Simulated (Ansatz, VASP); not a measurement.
**BaS in VASP and in Ansatz**

```
Ba S
1.0
     0.00000    3.19375    3.19375
     3.19375    0.00000    3.19375
     3.19375    3.19375    0.00000
Ba S
1 1
Direct
  0.00000 0.00000 0.00000
  0.50000 0.50000 0.50000
```

Alike in both runs: task single point; functional PBE; k mesh 7 × 7 × 7; occupations fermi-dirac, width 0.01 eV; non-collinear spin, spin-orbit coupling.

|  | VASP | Ansatz |
| --- | --- | --- |
| version | VASP 6.6.1 | Ansatz 0.2.0 |
| potentials or method | VASP PAW PBE potentials, release 64 (Ba_sv, S), cutoff 520 eV | all-electron LAPW |

VASP gave:

| Property | Result |
| --- | --- |
| pressure (GPa) | 1.4 |
| net moment per atom (μB) | 0.00 |

**Question.** Estimate Ansatz's values.

**Answer.** Pressure (GPa): 0.8; net moment per atom (μB): 0.00.

Ansatz ran all-electron here, and VASP with PAW potentials.
